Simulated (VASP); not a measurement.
# CdS (Hawleyite) (F-43m) in VASP: density of states with PBE

Aim: the density of states of CdS (Hawleyite) with PBE.

All numbers are computed with VASP 6.6.1; they aren't measurements. Logs are shortened: lines on timing, memory, paths and dates and some standing lists are left out, and cuts for length are marked.

## 1. The cell of the first run

The structure is cubic, space group F-43m (No. 216). Conventional cell: a = 5.833 Å, b = 5.833 Å, c = 5.833 Å, α = 90.00°, β = 90.00°, γ = 90.00°. Cd (site symmetry -43m) has 4 S at 2.53 Å within 3.3 Å. Within 3.3 Å of S (site symmetry -43m) lie 4 Cd at 2.53 Å.

## 2. Density of states, PBE

POSCAR reads:

```
CdS
1.0
    0.0000000000      2.9165000000      2.9165000000
    2.9165000000      0.0000000000      2.9165000000
    2.9165000000      2.9165000000      0.0000000000
Cd S
1 1
Direct
    0.0000000000      0.0000000000      0.0000000000
    0.2500000000      0.2500000000      0.2500000000
```

INCAR.step1 reads:

```
  ALGO = Normal
  EDIFF = 1E-6
  ENCUT = 400
  GGA = PE
  GGA_COMPAT = False
  ISIF = 2
  ISMEAR = -1
  LASPH = True
  LCHARG = True
  LORBIT = 11
  LREAL = False
  LWAVE = False
  NBANDS = 16
  NEDOS = 2001
  NELM = 120
  PREC = Accurate
  SIGMA = 0.1
```

KPOINTS.step1 reads:

```
k-points
0
Gamma
  6 6 6
```

INCAR.step2 reads:

```
  ALGO = Normal
  EDIFF = 1E-6
  ENCUT = 400
  GGA = PE
  GGA_COMPAT = False
  ICHARG = 11
  ISIF = 2
  ISMEAR = -5
  LASPH = True
  LCHARG = False
  LORBIT = 11
  LREAL = False
  LWAVE = False
  NEDOS = 2001
  NELM = 120
  PREC = Accurate
  SIGMA = 0.1
```

KPOINTS.step2 reads:

```
k-points
0
Gamma
  9 9 9
```

Potentials or basis: VASP PAW PBE potentials, release 64 (Cd, S).

Launch:

```bash
$ cat potpaw_PBE.64/Cd/POTCAR potpaw_PBE.64/S/POTCAR > POTCAR
$ cp INCAR.step1 INCAR
$ cp KPOINTS.step1 KPOINTS
$ mpirun -np 1 vasp_std > vasp.out
$ cp INCAR.step2 INCAR
$ cp KPOINTS.step2 KPOINTS
$ mpirun -np 1 vasp_std > vasp.out
```

OUTCAR:

```text
EDIFF = 1E-6
   ENCUT = 400
   GGA = PE
   ICHARG = 11
   ISIF = 2
   ISMEAR = -5
   LASPH = True
   LORBIT = 11
   LREAL = False
   NELM = 120
   PREC = Accurate

 ion  position               nearest neighbor table
   1  0.000  0.000  0.000-   2 2.53   2 2.53   2 2.53   2 2.53
   2  0.250  0.250  0.250-   1 2.53   1 2.53   1 2.53   1 2.53

  LATTYP: Found a face centered cubic cell.
 ALAT       =     5.8330000000

  Lattice vectors:

 A1 = (   0.0000000000,   2.9165000000,   2.9165000000)
 A2 = (   2.9165000000,   0.0000000000,   2.9165000000)
 A3 = (   2.9165000000,   2.9165000000,   0.0000000000)

Analysis of symmetry for initial positions (statically):
=====================================================================
 Subroutine PRICEL returns:
 Original cell was already a primitive cell.

 Routine SETGRP: Setting up the symmetry group for a
 face centered cubic supercell.

 Subroutine GETGRP returns: Found 24 space group operations
 (whereof 24 operations were pure point group operations)
 out of a pool of 48 trial point group operations.

The static configuration has the point symmetry T_d .

Analysis of symmetry for dynamics (positions and initial velocities):
=====================================================================
 Subroutine PRICEL returns:
 Original cell was already a primitive cell.

 Routine SETGRP: Setting up the symmetry group for a
 face centered cubic supercell.

 Subroutine GETGRP returns: Found 24 space group operations
 (whereof 24 operations were pure point group operations)
 out of a pool of 48 trial point group operations.

The dynamic configuration has the point symmetry T_d .

 Subroutine INISYM returns: Found 24 space group operations
 (whereof 24 operations are pure point group operations),
 and found     1 'primitive' translations

----------------------------------------------------------------------------------------

                                     Primitive cell

  volume of cell :      49.6153

  direct lattice vectors                    reciprocal lattice vectors
     0.000000000  2.916500000  2.916500000    -0.171438368  0.171438368  0.171438368
     2.916500000  0.000000000  2.916500000     0.171438368 -0.171438368  0.171438368
     2.916500000  2.916500000  0.000000000     0.171438368  0.171438368 -0.171438368

  length of vectors
     4.124553855  4.124553855  4.124553855     0.296939964  0.296939964  0.296939964

  position of ions in fractional coordinates (direct lattice)
     0.000000000  0.000000000  0.000000000
     0.250000000  0.250000000  0.250000000

  ion indices of the primitive-cell ions
[... 91 lines left out ...]
   EFERMI =   0.00;   METHOD = LEGACY
   ISMEAR =    -5;   SIGMA  =   0.10  broadening in eV -4-tet -1-fermi 0-gaus
   EFERMI_NEDOS =   21; number of points for ismear=-14 and -15
   IALGO  =     38    algorithm
   IMIX   =      4    mixing-type and parameters
     AMIX     =   0.40;   BMIX     =  1.00
     AMIX_MAG =   1.60;   BMIX_MAG =  1.00
  volume/ion in A,a.u.               =      24.81       167.41
  Fermi-wavevector in a.u.,A,eV,Ry     =   1.167599  2.206442 18.548649  1.363287
  Thomas-Fermi vector in A             =   2.304097
   LORBIT       =     11    0 simple, 1 ext, 2 COOP (PROOUT), +10 PAW based schemes
   GGA     = PE    functional components
   LHFCALC =     F    Hartree Fock is set to
   AEXX    =    0.0000 exact exchange contribution
   IVDW    =     0    specifies the selected vdW correction
   LEPSILON=     F    determine dielectric tensor
   LRPA    =     F    only Hartree local field effects (RPA)
 non-spin polarized calculation
 Fermi weights with tetrahedron method with Bloechl corrections
  energy-cutoff  :      400.00
  volume of cell :       49.62
 maximum number of plane-waves:       914

 number of electron      17.9999989 magnetization

 Free energy of the ion-electron system (eV)
  ---------------------------------------------------
  ext. energy  EPLUGINS =         0.00000000
  ---------------------------------------------------
  free energy    TOTEN  =        -6.11912164 eV

  energy without entropy =       -6.11912164  energy(sigma->0) =       -6.11912164

 E-fermi :   1.3275     XC(G=0):  -9.1490

 val. band max:        1.3171596331   @ k =   0.0000   0.0000   0.0000
 cond. band min:       2.4642284018   @ k =   0.0000   0.0000   0.0000
 fundamental gap:      1.1470687688
 Fermi energy:         1.3275395891

 k-point     1 :       0.0000    0.0000    0.0000
  band No.  band energies     occupation
      1     -11.0532      2.00000
      2      -6.4122      2.00000
      3      -6.4122      2.00000
      4      -6.4122      2.00000
      5      -5.9290      2.00000
      6      -5.9290      2.00000
      7       1.3172      2.00000
      8       1.3172      2.00000
      9       1.3172      2.00000
     10       2.4642      0.00000
     11       7.8616      0.00000
     12       7.8616      0.00000
     13       7.8616      0.00000
[... 354 lines left out ...]
  band No.  band energies     occupation
      1     -10.5122      2.00000
      2      -6.1929      2.00000
      3      -6.0749      2.00000
      4      -6.0749      2.00000
      5      -5.8449      2.00000
      6      -5.5437      2.00000
      7      -2.5227      2.00000
      8      -0.5139      2.00000
      9      -0.5139      2.00000
     10       4.9149      0.00000
     11       5.6839      0.00000
     12      10.3902      0.00000
     13      11.7979      0.00000

 [... further k-points ...]
[... 5 lines left out ...]
  --------------------------------------------------------------------------------------
  -------------------------------------------------------------------------------------
  Total        0.8539574      0.8539574      0.8539574     -0.0000000      0.0000000      0.0000000
  in kB       27.5759718     27.5759718     27.5759718     -0.0000000      0.0000000      0.0000000
  external PRESSURE =      27.5759718 kB  Pullay stress =       0.0000000 kB

 VOLUME and BASIS-vectors are now :
 -----------------------------------------------------------------------------
  energy-cutoff  :      400.00
  volume of cell :       49.62
      direct lattice vectors                 reciprocal lattice vectors
     0.000000000  2.916500000  2.916500000    -0.171438368  0.171438368  0.171438368
     2.916500000  0.000000000  2.916500000     0.171438368 -0.171438368  0.171438368
     2.916500000  2.916500000  0.000000000     0.171438368  0.171438368 -0.171438368

 POSITION                                       TOTAL-FORCE (eV/Angst)
 -----------------------------------------------------------------------------------
      0.00000      0.00000      0.00000        -0.000000     -0.000000     -0.000000
      1.45825      1.45825      1.45825         0.000000      0.000000      0.000000
 -----------------------------------------------------------------------------------
    total drift:                                0.000000      0.000000     -0.000000

  FREE ENERGIE OF THE ION-ELECTRON SYSTEM (eV)
  ---------------------------------------------------
  free  energy   TOTEN  =        -6.1191216376 eV

  energy  without entropy=       -6.1191216376  energy(sigma->0) =       -6.11912164

 total charge

# of ion       s       p       d       tot
------------------------------------------
    1        0.427   0.328   9.561  10.316
    2        1.323   2.402   0.000   3.725
--------------------------------------------------
tot          1.750   2.729   9.561  14.041
```

OUTCAR.step1:

```text
EDIFF = 1E-6
   ENCUT = 400
   GGA = PE
   ISIF = 2
   ISMEAR = -1
   LASPH = True
[... 517 lines left out ...]
    total drift:                                0.000000      0.000000     -0.000000

  FREE ENERGIE OF THE ION-ELECTRON SYSTEM (eV)
  ---------------------------------------------------
  free  energy   TOTEN  =        -6.1163421982 eV

  energy  without entropy=       -6.1162388261  energy(sigma->0) =       -6.11629051

 total charge

# of ion       s       p       d       tot
------------------------------------------
    1        0.426   0.327   9.561  10.315
    2        1.323   2.403   0.000   3.726
--------------------------------------------------
tot          1.749   2.731   9.561  14.041
```

OSZICAR.step1:

```text
N       E                     dE             d eps       ncg     rms          rms(c)
DAV:   1     0.897041336438E+02    0.89704E+02   -0.80446E+03   528   0.835E+02
DAV:   2    -0.343240949086E+01   -0.93137E+02   -0.88959E+02   632   0.231E+02
DAV:   3    -0.664405195738E+01   -0.32116E+01   -0.32057E+01   640   0.449E+01
DAV:   4    -0.666283685918E+01   -0.18785E-01   -0.18784E-01   632   0.323E+00
DAV:   5    -0.666308601872E+01   -0.24916E-03   -0.24916E-03   632   0.350E-01    0.815E+00
DAV:   6    -0.613619799277E+01    0.52689E+00   -0.83455E-01   784   0.115E+01    0.652E+00
DAV:   7    -0.611599728075E+01    0.20201E-01   -0.19715E-01   624   0.303E+00    0.317E+00
DAV:   8    -0.611622265264E+01   -0.22537E-03   -0.18288E-02   576   0.171E+00    0.312E-01
DAV:   9    -0.611614123293E+01    0.81420E-04   -0.20749E-03   608   0.677E-01    0.610E-02
DAV:  10    -0.611626721529E+01   -0.12598E-03   -0.23953E-04   600   0.155E-01    0.677E-02
DAV:  11    -0.611634890056E+01   -0.81685E-04   -0.12563E-04   624   0.904E-02    0.218E-02
DAV:  12    -0.611634122070E+01    0.76799E-05   -0.24849E-05   640   0.665E-02    0.982E-03
DAV:  13    -0.611634254065E+01   -0.13199E-05   -0.43489E-06   608   0.123E-02    0.117E-02
DAV:  14    -0.611634219818E+01    0.34247E-06   -0.33236E-07   496   0.360E-03
   1 F= -.61163422E+01 E0= -.61162905E+01  d E =-.103372E-03
```

It took 18 s on 1 thread of Intel Xeon Platinum 8259CL at 2.50GHz (Skylake/Cascade Lake), shared host; peak memory 0.15 GiB.

Results:

- Valence electrons inside the program's atomic spheres: Cd 10.32; S 3.73
